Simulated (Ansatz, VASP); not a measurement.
TiSi in VASP and in Ansatz

```
Ti Si
1.0
     1.78894   -2.08586    0.00000
     1.78894    2.08586    0.00000
     0.00000    0.00000    3.74687
Ti Si
1 1
Direct
  0.50000 0.50000 0.00000
  0.00000 0.00000 0.50000
```

Change from the starting cell: strain -0.015 along x and y, -0.015 along z, atoms carried along.

Alike in both runs: task single point; functional PBEsol; k mesh 18 × 18 × 12; occupations gaussian, width 0.15 eV; no spin polarisation.

```csv
,VASP,Ansatz
version,VASP 6.6.1,Ansatz 0.2.0
potentials or method,"VASP PAW PBE potentials, release 64 (Ti_sv, Si), cutoff 520 eV","scalar-relativistic, plane waves, PAW"
valence electrons in the cell,16,16
```

|  | VASP | Ansatz | Ansatz less VASP |
| --- | --- | --- | --- |
| gap on the k mesh at the Fermi level (eV) | none | none | - |
| pressure (GPa) | 2.1 | 2.1 | -0.04 |
| traceless stress, the component that is largest in VASP (GPa) | -1.59 | -1.51 | +0.083 |

VASP's potentials were made for PBE, not for PBEsol. A gap of «none» marks a metal or a gap that the smearing closes. With one functional, cell and mesh, what is left measures potentials, basis and numerics.
